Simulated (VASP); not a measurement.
# SiB5C (Amm2) in VASP: single point with PBE

Aim: the single point of SiB5C with PBE.

Program: VASP 6.6.1. These are calculated values, not measurements. Logs are shortened: lines on timing, memory, paths and dates and some standing lists are left out, and cuts for length are marked.

### Step 1. The cell of the first run

Symmetry: Amm2, No. 38, orthorhombic system. Conventional cell: a = 6.314 Å, b = 6.508 Å, c = 2.992 Å, α = 90.00°, β = 90.00°, γ = 90.00°. Si (site symmetry mm2) has 4 B at 2.10 Å within 2.8 Å. Within 2.2 Å of B (site symmetry 1) lie 3 B at 1.68 to 2.17 Å and 1 C at 1.99 Å and 1 Si at 2.10 Å. B (site symmetry mm2) has 2 C at 1.47 to 1.53 Å within 2.0 Å. C (site symmetry mm2) has 6 B at 1.47 to 1.99 Å within 2.0 Å.

The cell was built from a structure type or drawn by symmetry, and may not be a known phase.

### Step 2. Single point, PBE

Contents of INCAR:

```
PREC = Accurate ; ENCUT = 600
EDIFF = 1E-6 ; ISMEAR = 0
SIGMA = 0.2 ; LREAL = False
LASPH = True ; NELM = 120
ALGO = Normal ; ISIF = 2
LWAVE = False ; LCHARG = False
GGA = PE ; NBANDS = 20
GGA_COMPAT = False
```

Contents of KPOINTS:

```
Automatic mesh
0
Gamma
  3 5 5
```

Contents of POSCAR:

```
SiB5C
1.0
    6.3142697135      0.0000000000      0.0000000000
    0.0000000000      3.2540148632      1.4959769470
    0.0000000000     -3.2540148632      1.4959769470
Si B C
1 5 1
Direct
    0.5000000000      0.1248623481      0.1248623481
    0.7674966096     -0.0428436056      0.3413024694
    0.2325033904      0.3413024694     -0.0428436056
    0.7674966096      0.3413024694     -0.0428436056
    0.2325033904     -0.0428436056      0.3413024694
    0.0000000000      0.4808192592      0.4808192592
    0.0000000000      0.9908488053      0.9908488053
```

Potentials or basis: VASP PAW PBE potentials, release 64 (Si, B, C).

Run with:

```bash
$ cat potpaw_PBE.64/Si/POTCAR potpaw_PBE.64/B/POTCAR potpaw_PBE.64/C/POTCAR > POTCAR
$ mpirun -np 1 vasp_std > vasp.out
```

OUTCAR:

```text
PREC = Accurate
   ENCUT = 600
   EDIFF = 1E-6
   ISMEAR = 0
   LREAL = False
   LASPH = True
   NELM = 120
   ISIF = 2
   GGA = PE

 ion  position               nearest neighbor table
   1  0.500  0.125  0.125-   2 2.10   3 2.10   4 2.10   5 2.10
   2  0.767  0.957  0.341-   4 1.68   4 1.68   7 1.99   1 2.10   6 2.17
   3  0.233  0.341  0.957-   5 1.68   5 1.68   7 1.99   1 2.10   6 2.17
   4  0.767  0.341  0.957-   2 1.68   2 1.68   7 1.99   1 2.10   6 2.17
   5  0.233  0.957  0.341-   3 1.68   3 1.68   7 1.99   1 2.10   6 2.17
   6  0.000  0.481  0.481-   7 1.47   7 1.53   3 2.17   4 2.17   2 2.17   5 2.17
   7  0.000  0.991  0.991-   6 1.47   6 1.53   4 1.99   5 1.99   2 1.99   3 1.99

  LATTYP: Found a base centered orthorhombic cell.
 ALAT       =     2.9919538940
 B/A-ratio  =     2.1751771441
 C/A-ratio  =     2.1104167835

  Lattice vectors:

 A1 = (   0.0000000000,   3.2540148632,   1.4959769470)
 A2 = (   0.0000000000,  -3.2540148632,   1.4959769470)
 A3 = (   6.3142697135,   0.0000000000,   0.0000000000)

Analysis of symmetry for initial positions (statically):
=====================================================================
 Subroutine PRICEL returns:
 Original cell was already a primitive cell.

 Routine SETGRP: Setting up the symmetry group for a
 base centered orthorhombic supercell.

 Subroutine GETGRP returns: Found  4 space group operations
 (whereof  4 operations were pure point group operations)
 out of a pool of  8 trial point group operations.

The static configuration has the point symmetry C_2v.

Analysis of symmetry for dynamics (positions and initial velocities):
=====================================================================
 Subroutine PRICEL returns:
 Original cell was already a primitive cell.

 Routine SETGRP: Setting up the symmetry group for a
 base centered orthorhombic supercell.

 Subroutine GETGRP returns: Found  4 space group operations
 (whereof  4 operations were pure point group operations)
 out of a pool of  8 trial point group operations.

The dynamic configuration has the point symmetry C_2v.

 Subroutine INISYM returns: Found  4 space group operations
 (whereof  4 operations are pure point group operations),
 and found     1 'primitive' translations

----------------------------------------------------------------------------------------

                                     Primitive cell

  volume of cell :      61.4749

  direct lattice vectors                    reciprocal lattice vectors
     6.314269713  0.000000000  0.000000000     0.158371442  0.000000000  0.000000000
     0.000000000  3.254014863  1.495976947     0.000000000  0.153656336  0.334229749
     0.000000000 -3.254014863  1.495976947     0.000000000 -0.153656336  0.334229749

  length of vectors
     6.314269713  3.581418679  3.581418679     0.158371442  0.367858390  0.367858390

  position of ions in fractional coordinates (direct lattice)
     0.500000000  0.124862348  0.124862348
     0.767496610  0.957156394  0.341302469
     0.232503390  0.341302469  0.957156394
     0.767496610  0.341302469  0.957156394
     0.232503390  0.957156394  0.341302469
     0.000000000  0.480819259  0.480819259
     0.000000000  0.990848805  0.990848805

  ion indices of the primitive-cell ions
   primitive index   ion index
                 1           1
                 2           2
                 3           3
                 4           4
                 5           5
                 6           6
                 7           7

----------------------------------------------------------------------------------------

 KPOINTS: Automatic mesh

Automatic generation of k-mesh.
 Grid dimensions read from file:
 generate k-points for:    3    5    5

 Generating k-lattice:

  Cartesian coordinates                     Fractional coordinates (reciprocal lattice)
     0.052790481  0.000000000  0.000000000     0.333333333  0.000000000  0.000000000
     0.000000000  0.030731267  0.066845950     0.000000000  0.200000000  0.000000000
     0.000000000 -0.030731267  0.066845950     0.000000000  0.000000000  0.200000000

  Length of vectors
     0.052790481  0.073571678  0.073571678

  Shift w.r.t. Gamma in fractional coordinates (k-lattice)
     0.000000000  0.000000000  0.000000000

 Subroutine IBZKPT returns following result:
 ===========================================

 Found     18 irreducible k-points:

 Following reciprocal coordinates:
            Coordinates               Weight
  0.000000  0.000000  0.000000      1.000000
  0.333333  0.000000  0.000000      2.000000
  0.000000  0.200000 -0.000000      4.000000
  0.333333  0.200000 -0.000000      8.000000
  0.000000  0.400000 -0.000000      4.000000
  0.333333  0.400000 -0.000000      8.000000
[... 10 lines left out ...]
  0.000000 -0.400000  0.400000      2.000000
  0.333333 -0.400000  0.400000      4.000000
   k-points           NKPTS =     18   k-points in BZ     NKDIM =     18   number of bands    NBANDS=     20
   number of dos      NEDOS =    301   number of ions     NIONS =      7
   total plane-waves  NPLWV =  45000
   dimension x,y,z NGX =    50 NGY =   30 NGZ =   30
   dimension x,y,z NGXF=   100 NGYF=   60 NGZF=   60
   ions per type =               1   5   1
   NGX,Y,Z   is equivalent  to a cutoff of  13.16, 13.93, 13.93 a.u.
   NGXF,Y,Z  is equivalent  to a cutoff of  26.33, 27.85, 27.85 a.u.
 SYSTEM =  unknown system
   PREC   = accura    normal or accurate (medium, high low for compatibility)
   ISTART =      0    job   : 0-new  1-cont  2-samecut
   ICHARG =      2    charge: 1-file 2-atom 10-const
   ISPIN  =      1    spin polarized calculation?
   LNONCOLLINEAR =      F non collinear calculations
   LSORBIT =      F    spin-orbit coupling
   LASPH  =      T    aspherical Exc in radial PAW
   ENCUT  =  600.0 eV  44.10 Ry    6.64 a.u.  12.61  7.15  7.15*2*pi/ulx,y,z
   NELM   =    120;   NELMIN=  2; NELMDL= -5     # of ELM steps
   EDIFF  = 0.1E-05   stopping-criterion for ELM
   LREAL  =      F    real-space projection
   EDIFFG = 0.1E-04   stopping-criterion for IOM
   NSW    =      0    number of steps for IOM
   IBRION =     -1    ionic relax: 0-MD 1-quasi-New 2-CG
   NFREE  =      0    steps in history (QN), initial steepest desc. (CG)
   ISIF   =      2    stress and relaxation
   ISYM   =      2    0-nonsym 1-usesym 2-fastsym
   POTIM  = 0.5000    time-step for ionic-motion
   TEBEG  =    0.0;   TEEND  =   0.0 temperature during run
   PSTRESS=    0.0 pullay stress
   NELECT =      23.0000    total number of electrons
   NUPDOWN=      -1.0000    fix difference up-down
   EMIN   =  10.00;   EMAX   =-10.00  energy-range for DOS
   EFERMI =   0.00;   METHOD = LEGACY
   ISMEAR =     0;   SIGMA  =   0.20  broadening in eV -4-tet -1-fermi 0-gaus
   EFERMI_NEDOS =   21; number of points for ismear=-14 and -15
   IALGO  =     38    algorithm
   IMIX   =      4    mixing-type and parameters
     AMIX     =   0.40;   BMIX     =  1.00
     AMIX_MAG =   1.60;   BMIX_MAG =  1.00
  volume/ion in A,a.u.               =       8.78        59.26
  Fermi-wavevector in a.u.,A,eV,Ry     =   1.179646  2.229207 18.933377  1.391564
  Thomas-Fermi vector in A             =   2.315953
   LORBIT       =      0    0 simple, 1 ext, 2 COOP (PROOUT), +10 PAW based schemes
   GGA     = PE    functional components
   LHFCALC =     F    Hartree Fock is set to
   AEXX    =    0.0000 exact exchange contribution
   IVDW    =     0    specifies the selected vdW correction
   LEPSILON=     F    determine dielectric tensor
   LRPA    =     F    only Hartree local field effects (RPA)
 non-spin polarized calculation
 Gauss-broadening in eV      SIGMA  =   0.20
  energy-cutoff  :      600.00
  volume of cell :       61.47
 maximum number of plane-waves:      2066
 NGX is ok and might be reduce to    50
   NGX = 25   NGY = 15   NGZ = 15

 number of electron      23.0000000 magnetization

 Free energy of the ion-electron system (eV)
  ---------------------------------------------------
  ext. energy  EPLUGINS =         0.00000000
  ---------------------------------------------------
  free energy    TOTEN  =       -42.58971667 eV

  energy without entropy =      -42.57336042  energy(sigma->0) =      -42.58153855

 E-fermi :   7.1600     XC(G=0): -11.3726

 val. band max:        7.0538038278   @ k =   0.0000  -0.4000   0.4000
 cond. band min:       7.2719271531   @ k =   0.3333   0.2000   0.2000
 fundamental gap:      0.2181233254
 Fermi energy:         7.1600342632

 k-point     1 :       0.0000    0.0000    0.0000
  band No.  band energies     occupation
      1      -9.9396      2.00000
      2      -5.1671      2.00000
      3      -4.8131      2.00000
      4      -0.6474      2.00000
      5       0.9598      2.00000
      6       1.9513      2.00000
[... 12 lines left out ...]
     19      13.1188      0.00000
     20      13.5208      0.00000

 k-point     2 :       0.3333    0.0000    0.0000
  band No.  band energies     occupation
      1      -9.8829      2.00000
      2      -6.2535      2.00000
      3      -2.8913      2.00000
      4      -0.6704      2.00000
      5      -0.1818      2.00000
      6       0.9899      2.00000
[... 12 lines left out ...]
     19      12.3396      0.00000
     20      13.5407      0.00000

 k-point     3 :       0.0000    0.2000   -0.0000
  band No.  band energies     occupation
      1      -9.4280      2.00000
      2      -4.5451      2.00000
      3      -4.2321      2.00000
      4      -1.8355      2.00000
      5       0.3850      2.00000
      6       2.3475      2.00000
[... 12 lines left out ...]
     19      12.2967      0.00000
     20      14.1761      0.00000

 k-point     4 :       0.3333    0.2000   -0.0000
  band No.  band energies     occupation
      1      -9.3775      2.00000
      2      -5.6035      2.00000
      3      -2.5735      2.00000
      4      -1.6273      2.00000
      5       0.1196      2.00000
      6       1.0509      2.00000
[... 12 lines left out ...]
     19      12.5078      0.00000
     20      13.4134      0.00000

 k-point     5 :       0.0000    0.4000   -0.0000
  band No.  band energies     occupation
      1      -8.1793      2.00000
      2      -4.2069      2.00000
      3      -2.7714      2.00000
      4      -2.3840      2.00000
      5       0.1109      2.00000
      6       0.4230      2.00000
[... 12 lines left out ...]
     19      14.9896      0.00000
     20      15.1938      0.00000

 k-point     6 :       0.3333    0.4000   -0.0000
  band No.  band energies     occupation
      1      -8.1474      2.00000
      2      -4.1497      2.00000
      3      -3.7391      2.00000
      4      -0.8999      2.00000
      5      -0.2947      2.00000
      6       0.5356      2.00000
[... 12 lines left out ...]
     19      13.0997      0.00000
     20      14.5507      0.00000

 k-point     7 :       0.0000    0.2000    0.2000
  band No.  band energies     occupation
      1      -8.4126      2.00000
      2      -3.8798      2.00000
      3      -3.1728      2.00000
      4      -2.5461      2.00000
      5      -0.4473      2.00000
      6       1.6511      2.00000
[... 12 lines left out ...]
     19      13.3691      0.00000
     20      13.9903      0.00000
[... 139 lines left out ...]
 k-point    14 :       0.3333   -0.2000    0.2000
  band No.  band energies     occupation
      1      -9.5244      2.00000
      2      -5.7877      2.00000
      3      -2.8501      2.00000
      4      -1.4182      2.00000
      5      -0.6544      2.00000
      6       0.4634      2.00000
[... 12 lines left out ...]
     19      13.5454      0.00000
     20      13.8475      0.00000

 k-point    15 :       0.0000    0.4000    0.4000
  band No.  band energies     occupation
      1      -8.2027      2.00000
      2      -4.5172      2.00000
      3      -2.3149      2.00000
      4      -2.2330      2.00000
      5      -1.6719      2.00000
      6      -1.5290      2.00000
[... 12 lines left out ...]
     19      15.3420      0.00000
     20      15.5125      0.00000

 k-point    16 :       0.3333    0.4000    0.4000
  band No.  band energies     occupation
      1      -8.1762      2.00000
      2      -4.3641      2.00000
      3      -3.1482      2.00000
      4      -2.4895      2.00000
      5      -2.2638      2.00000
      6       0.2633      2.00000
[... 12 lines left out ...]
     19      14.5473      0.00000
     20      15.7531      0.00000

 k-point    17 :       0.0000   -0.4000    0.4000
  band No.  band energies     occupation
      1      -8.7296      2.00000
      2      -4.7126      2.00000
      3      -3.4400      2.00000
      4      -2.5295      2.00000
      5      -1.2162      2.00000
      6      -0.8653      2.00000
[... 12 lines left out ...]
     19      13.8847      0.00000
     20      15.0885      0.00000

 k-point    18 :       0.3333   -0.4000    0.4000
  band No.  band energies     occupation
      1      -8.6931      2.00000
      2      -4.6145      2.00000
      3      -4.2873      2.00000
      4      -2.0209      2.00000
      5      -0.8644      2.00000
      6      -0.7677      2.00000
[... 12 lines left out ...]
     19      14.0256      0.00000
     20      14.8512      0.00000

------------------------ aborting loop because EDIFF is reached ----------------------------------------

  FORCE on cell =-STRESS in cart. coord.  units (eV):
  Direction    XX          YY          ZZ          XY          YZ          ZX
  --------------------------------------------------------------------------------------
  -------------------------------------------------------------------------------------
  Total        0.0337189     -0.1475067     -0.1450721      0.0000000      0.0000000      0.0000000
  in kB        0.8787918     -3.8443659     -3.7809158      0.0000000      0.0000000      0.0000000
  external PRESSURE =      -2.2488300 kB  Pullay stress =       0.0000000 kB

 VOLUME and BASIS-vectors are now :
 -----------------------------------------------------------------------------
  energy-cutoff  :      600.00
  volume of cell :       61.47
      direct lattice vectors                 reciprocal lattice vectors
     6.314269713  0.000000000  0.000000000     0.158371442  0.000000000  0.000000000
     0.000000000  3.254014863  1.495976947     0.000000000  0.153656336  0.334229749
     0.000000000 -3.254014863  1.495976947     0.000000000 -0.153656336  0.334229749

 POSITION                                       TOTAL-FORCE (eV/Angst)
 -----------------------------------------------------------------------------------
      3.15713      0.00000      0.37358         0.000000      0.000000     -0.005107
      4.84618      2.00400      1.94246         0.005137     -0.005888      0.004494
      1.46809     -2.00400      1.94246        -0.005137      0.005888      0.004494
      4.84618     -2.00400      1.94246         0.005137      0.005888      0.004494
      1.46809      2.00400      1.94246        -0.005137     -0.005888      0.004494
      0.00000      0.00000      1.43859         0.000000      0.000000     -0.011945
      0.00000      0.00000      2.96457         0.000000      0.000000     -0.000925
 -----------------------------------------------------------------------------------
    total drift:                               -0.000000     -0.000000     -0.000150

  FREE ENERGIE OF THE ION-ELECTRON SYSTEM (eV)
  ---------------------------------------------------
  free  energy   TOTEN  =       -42.5897166724 eV

  energy  without entropy=      -42.5733604181  energy(sigma->0) =      -42.58153855
```

It took 47 s on 1 thread of Intel Xeon 8259CL, shared host; peak memory 0.2 GiB.

Results:

| Item | Value |
| --- | --- |
| Free energy | -42.5897 eV |
| Pressure | -0.2 GPa |
| Largest force | 0.012 eV/Å |
| Band gap on the k mesh | zero (an odd number of electrons rules out a gap without spin polarisation) |

Forces on the atoms (eV/Å):
```
Si   0.000  0.000 -0.005
B    0.005 -0.006  0.004
B   -0.005  0.006  0.004
B    0.005  0.006  0.004
B   -0.005 -0.006  0.004
B    0.000  0.000 -0.012
C    0.000  0.000 -0.001
```

Levels at points of the mesh, in eV from the Fermi level:
| k point | band 8 | band 9 | band 10 | band 11 | band 12 | band 13 | band 14 | band 15 |
| --- | --- | --- | --- | --- | --- | --- | --- | --- |
| (0.00, 0.00, 0.00) | -2.35 | -2.09 | -1.53 | -1.02 | -0.64 | 1.20 | 1.65 | 2.97 |

Caveat: the k points lie up to 0.46 Å⁻¹ apart, too coarse for converged energies and pressures of a metal.
